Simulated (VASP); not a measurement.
# Si (I4_1/amd) in VASP: notebook, part 2 of 2

VASP 6.6.1. Earlier steps stand in the parts before.

## Step 4: Relaxation of cell and atoms, PBE, target pressure 460 GPa, at which the enthalpy is minimised

This run uses another cell than the first one, of 6.24 Å³/atom.

Contents of INCAR:

```
PREC = Accurate ; ENCUT = 600
EDIFF = 1E-6 ; ISMEAR = -1
SIGMA = 0.08 ; LREAL = False
LASPH = True ; NELM = 80
ALGO = Normal ; ISIF = 3
LWAVE = False ; LCHARG = False
GGA = PE ; IBRION = 2
NSW = 60 ; EDIFFG = -0.005
PSTRESS = 4600.0
```

Contents of KPOINTS:

```
regular mesh
0
Gamma
  21 21 21
```

Contents of POSCAR:

```
Si
1.0
   -1.7837490047      1.7837490047      0.9810619526
    1.7837490047     -1.7837490047      0.9810619526
    1.7837490047      1.7837490047     -0.9810619526
Si
2
Direct
   -0.3750000000     -0.1250000000     -0.2500000000
    0.3750000000      0.1250000000      0.2500000000
```

Potentials or basis: VASP PAW PBE potentials, release 64 (Si).

Command:

```console
> cat potpaw_PBE.64/Si/POTCAR > POTCAR
> mpirun -np 1 vasp_std > vasp.out
```

OUTCAR:

```text
PREC = Accurate
   ENCUT = 600
   EDIFF = 1E-6
   ISMEAR = -1
   LREAL = False
   LASPH = True
   NELM = 80
   ISIF = 3
   GGA = PE
   IBRION = 2
   NSW = 60
   EDIFFG = -0.005
   PSTRESS = 4600.0

 ion  position               nearest neighbor table
   1  0.625  0.875  0.750-   2 1.85   2 1.85   2 1.85   2 1.85   2 2.31   2 2.31   2 2.31   2 2.31
                             2 3.03   2 3.03
   2  0.375  0.125  0.250-   1 1.85   1 1.85   1 1.85   1 1.85   1 2.31   1 2.31   1 2.31   1 2.31
                             1 3.03   1 3.03

  LATTYP: Found a body centered tetragonal cell.
 ALAT       =     3.5674980094
 C/A-ratio  =     0.5500000000

  Lattice vectors:

 A1 = (  -1.7837490047,   1.7837490047,   0.9810619526)
 A2 = (   1.7837490047,  -1.7837490047,   0.9810619526)
 A3 = (   1.7837490047,   1.7837490047,  -0.9810619526)

Analysis of symmetry for initial positions (statically):
=====================================================================
 Subroutine PRICEL returns:
 Original cell was already a primitive cell.

 Routine SETGRP: Setting up the symmetry group for a
 body centered tetragonal supercell.

 Subroutine GETGRP returns: Found 16 space group operations
 (whereof  4 operations were pure point group operations)
 out of a pool of 16 trial point group operations.

[... 280 lines left out ...]

 number of electron       8.0000000 magnetization

------------------------ aborting loop because EDIFF is reached ----------------------------------------
[... 71 lines left out ...]
--------------------------------------- Ionic step       14  -------------------------------------------

 number of electron       8.0000000 magnetization

 Free energy of the ion-electron system (eV)
  ---------------------------------------------------
  ext. energy  EPLUGINS =         0.00000000
  ---------------------------------------------------
  free energy    TOTEN  =         2.32400699 eV

  energy without entropy =        2.33584456  energy(sigma->0) =        2.32992578

 E-fermi :  23.1328     XC(G=0): -14.5491

 val. band max:       23.1287620288   @ k =  -0.1905  -0.3810   0.0476
 cond. band min:      23.1463356802   @ k =   0.3333   0.0476   0.0476
 fundamental gap:      0.0175736514
 Fermi energy:        23.1327620721

 k-point     1 :       0.0000    0.0000    0.0000
  band No.  band energies     occupation
      1       0.4842      2.00000
      2      18.7945      2.00000
      3      18.7945      2.00000
      4      19.5268      2.00000
      5      23.1579      0.84395
      6      32.0161      0.00000
      7      35.4774      0.00000
      8      40.8019      0.00000
[... 243 lines left out ...]
 k-point    24 :      -0.3810    0.0476   -0.0000
  band No.  band energies     occupation
      1       6.0027      2.00000
      2      16.5412      2.00000
      3      18.1320      2.00000
      4      20.5818      2.00000
      5      25.4066      0.00000
      6      26.6095      0.00000
      7      30.2049      0.00000
      8      31.6860      0.00000

 [... further k-points ...]

------------------------ aborting loop because EDIFF is reached ----------------------------------------

  FORCE on cell =-STRESS in cart. coord.  units (eV):
  Direction    XX          YY          ZZ          XY          YZ          ZX
  --------------------------------------------------------------------------------------
  -------------------------------------------------------------------------------------
  Total       38.7737366     38.7737366     38.7674710     -0.0000000     -0.0000000      0.0000000
  in kB     4600.1805314   4600.1805314   4599.4371630     -0.0000000     -0.0000000      0.0000000
  external PRESSURE =      -0.0672580 kB  Pullay stress =    4600.0000000 kB
[... 21 lines left out ...]
  energy  without entropy=        2.3358445603  energy(sigma->0) =        2.32992578

  enthalpy is  TOTEN    =        41.0962219573 eV   P V=       38.7722149644

 reached required accuracy - stopping structural energy minimisation
```

OSZICAR:

```text
N       E                     dE             d eps       ncg     rms          rms(c)
DAV:   1     0.237348932040E+02    0.23735E+02   -0.46354E+03 11840   0.103E+03
DAV:   2     0.535649256780E+01   -0.18378E+02   -0.17697E+02 17256   0.105E+02
DAV:   3     0.522478863217E+01   -0.13170E+00   -0.13058E+00 14736   0.106E+01
[... 83 lines left out ...]
DAV:   1     0.232767349743E+01    0.55894E-02   -0.11537E-04 16248   0.741E-02    0.760E-03
DAV:   2     0.232767424071E+01    0.74328E-06   -0.17380E-06 13680   0.127E-02
  13 F= 0.41096228E+02 E0= 0.41102142E+02  d E =0.375537E-05
       N       E                     dE             d eps       ncg     rms          rms(c)
DAV:   1     0.232400644860E+01   -0.36670E-02   -0.60861E-05 15952   0.540E-02    0.515E-03
DAV:   2     0.232400699294E+01    0.54434E-06   -0.91132E-07 12000   0.951E-03
  14 F= 0.41096222E+02 E0= 0.41102141E+02  d E =-.195922E-05
```

It took 3.8 min on 1 thread of AMD EPYC 9R45 (Zen 5), shared host; peak memory 0.17 GiB.

Results:

| Item | Value |
| --- | --- |
| Free energy | 2.3240 eV |
| Relaxed volume | 6.75 Å³/atom |
| Relaxed cell | a = 2.801 Å, b = 2.801 Å, c = 2.801 Å, α = 97.05°, β = 97.05°, γ = 138.99° |
| Space group after relaxing (to 0.1 Å) | I4_1/amd (No. 141) |
| Energy change on relaxing (the run minimises the enthalpy) | -1699.7 meV/atom |
| Ionic steps | 14 |
| Pressure after relaxing | 460.0 GPa |
| Band gap on the k mesh | zero (bands 4 and 5 overlap by 8.52 eV) |

The path:
```csv
step,energy change (eV),largest force (eV/Å),pressure (GPa),volume (Å³)
1,0.0000,0.0000,585.42,12.49
2,-14.7379,0.0000,56.34,23.40
3,-4.8078,0.0000,408.92,14.03
4,-3.6250,0.0000,451.72,13.59
5,-3.5600,0.0000,454.09,13.57
6,-2.6602,0.0000,483.00,13.31
7,-3.3980,0.0000,460.06,13.50
8,-3.3898,0.0000,460.34,13.50
9,-3.3858,0.0000,460.48,13.50
10,-3.4649,0.0000,457.61,13.53
11,-3.4003,0.0000,459.95,13.50
12,-3.4013,0.0000,459.92,13.51
13,-3.3957,0.0000,460.12,13.50
14,-3.3993,0.0000,459.99,13.50
```

Final structure:
```yaml
crystal:
  lattice:
    - [-1.85503, 1.85503, 0.98109]
    - [1.85503, -1.85503, 0.98109]
    - [1.85503, 1.85503, -0.98109]
  atoms:
    - { symbol: Si, position: [0.62500, 0.87500, 0.75000] }
    - { symbol: Si, position: [0.37500, 0.12500, 0.25000] }
```

Caveat: the cell is relaxed towards a set pressure, so the run minimises the enthalpy, not the energy.

## Step 5: Relaxation of cell and atoms, PBE, target pressure 460 GPa, at which the enthalpy is minimised

Contents of INCAR:

```
SYSTEM = Si
PREC     = Accurate       ! precision mode
ENCUT    = 600            ! plane-wave cutoff, eV
EDIFF    = 1E-7           ! SCF threshold, eV
ISMEAR   = -1             ! smearing method
SIGMA    = 0.08           ! smearing width, eV
LREAL    = .FALSE.        ! projectors in reciprocal space
LASPH    = .TRUE.         ! aspherical terms in the spheres
NELM     = 60             ! most SCF steps
ALGO     = Normal         ! electronic algorithm
ISIF     = 3              ! what is computed and relaxed
LWAVE    = .FALSE.        ! write WAVECAR
LCHARG   = .FALSE.        ! write CHGCAR
GGA      = PE             ! functional
IBRION   = 2              ! ionic algorithm
NSW      = 32             ! ionic steps
EDIFFG   = -0.005         ! ionic threshold
PSTRESS  = 4600.0
```

Contents of KPOINTS:

```
regular mesh
0
G
  21 21 21
  0 0 0
```

Contents of POSCAR:

```
Si
1.0
   -1.8551476057      1.8551476057      0.9812962444
    1.8551476057     -1.8551476057      0.9812962444
    1.8551476057      1.8551476057     -0.9812962444
Si
2
Direct
   -0.3750000000     -0.1250000000     -0.2500000000
    0.3750000000      0.1250000000      0.2500000000
```

Command:

```console
> cat potpaw_PBE.64/Si/POTCAR > POTCAR
> mpirun -np 1 vasp_std > vasp.out
```

It took 72 s on 1 thread of AMD EPYC 9R45 (Zen 5), shared host; peak memory 0.17 GiB.

The run converged. Its results:

- Free energy: 2.3252 eV
- Relaxed volume: 6.75 Å³/atom
- Relaxed cell: a = 2.801 Å, b = 2.801 Å, c = 2.801 Å, α = 97.05°, β = 97.05°, γ = 138.99°
- Space group after relaxing (to 0.1 Å): I4_1/amd (No. 141)
- Energy change on relaxing (the run minimises the enthalpy): +7.1 meV/atom
- Ionic steps: 3
- Pressure after relaxing: 460.1 GPa
- Band gap on the k mesh: zero (bands 4 and 5 overlap by 8.52 eV)

Stress tensor (GPa, compression positive):
```
460.11   0.00   0.00
  0.00 460.11   0.00
  0.00   0.00 459.94
```

Step by step:
```
step  energy change (eV)  largest force (eV/Å)  pressure (GPa)  volume (Å³)
   1              0.0000                0.0000          459.53        13.51
   2              0.1114                0.0000          463.60        13.47
   3              0.0143                0.0000          460.05        13.50
```

Final structure:
```cif
data_structure
_symmetry_space_group_name_H-M 'P 1'
_symmetry_Int_Tables_number 1
_cell_length_a 2.8008
_cell_length_b 2.8008
_cell_length_c 2.8008
_cell_angle_alpha 97.049
_cell_angle_beta 97.049
_cell_angle_gamma 138.989
_cell_volume 13.50
loop_
_atom_site_label
_atom_site_type_symbol
_atom_site_fract_x
_atom_site_fract_y
_atom_site_fract_z
_atom_site_occupancy
Si1 Si 0.62500 0.87500 0.75000 1
Si2 Si 0.37500 0.12500 0.25000 1
```

Levels at points of the mesh, in eV from the Fermi level:
| k point | band 1 | band 2 | band 3 | band 4 | band 5 | band 6 | band 7 | band 8 |
| --- | --- | --- | --- | --- | --- | --- | --- | --- |
| (0.00, 0.00, 0.00) | -22.65 | -4.34 | -4.34 | -3.61 | 0.03 | 8.88 | 12.35 | 17.67 |

Caveat: the cell is relaxed towards a set pressure, so the run minimises the enthalpy, not the energy.

## Step 6: Overview

```csv
task,cell,cutoff (eV),gap on the mesh (eV),pressure (GPa)
single point,"a = 2.801 Å, angles 97.0, 97.0, 139.0°, 2 atoms",520,none,459.5
single point,"a = 2.800 Å, angles 97.1, 97.1, 139.0°, 2 atoms",520,none,460.4
relaxation of cell and atoms,"relaxed to 460 GPa from a = 2.707 Å, angles 97.5, 97.5, 137.5°, 2 atoms",600,none,460.0
relaxation of cell and atoms,"relaxed to 460 GPa from a = 2.801 Å, angles 97.0, 97.0, 139.0°, 2 atoms",600,none,460.1
```

Alike in all rows: level PBE; potentials or basis VASP PAW PBE potentials, release 64 (Si); no spin polarisation; k mesh 21 × 21 × 21; smearing fermi-dirac 0.08 eV.

Caveats: the cell stands under pressure (at least some runs); the cell is relaxed towards a set pressure, so the run minimises the enthalpy, not the energy (at least some runs).

Absolute energies hang on the potentials; compare differences alone.
